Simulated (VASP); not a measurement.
Cd2HgSe3, 6 atoms in the cell. The structure is monoclinic, space group C2 (No. 5). Conventional cell: a = 7.613 Å, b = 4.288 Å, c = 10.049 Å, α = 90.00°, β = 95.76°, γ = 90.00°. Within 3.7 Å of Cd (site symmetry 1) lie 5 Se at 2.68 to 3.62 Å. Hg (site symmetry 2) has 6 Se at 2.52 to 3.52 Å within 3.6 Å. Within 3.8 Å of Se (site symmetry 1) lie 3 Hg at 2.52 to 3.52 Å and 3 Cd at 2.69 to 3.62 Å and 1 Se at 3.75 Å. Within 3.5 Å of Se (site symmetry 2) lie 4 Cd at 2.68 to 2.80 Å. 

| Quantity | Value |
| --- | --- |
| Program | VASP 6.6.1 |
| Task | single point |
| Functional | PBE |
| Potentials or basis | VASP PAW PBE potentials, release 64 (Cd, Hg, Se) |
| Cutoff | 520 eV |
| k mesh | 8 × 8 × 4 |
| Occupations | gaussian, width 0.02 eV |
| Spin | no spin polarisation |
| Dipole correction | no |
| Further INCAR settings | ALGO = Normal; EDIFF = 1e-07; NBANDS = 36 |

Potentials or basis: VASP PAW PBE potentials, release 64 (Cd, Hg, Se).

Command:

```sh
$ cat potpaw_PBE.64/Cd/POTCAR potpaw_PBE.64/Hg/POTCAR potpaw_PBE.64/Se/POTCAR > POTCAR
$ mpirun -np 1 vasp_std > vasp.out
```

Hardware: 1 thread of Intel Xeon 8259CL, with other jobs on the host.

Question: How long does it take, and how much memory?

Answer: It took 11 min on 1 thread of Intel Xeon 8259CL (shared host), peak memory 0.57 GiB. Counts: scf iterations 15, k points 78.
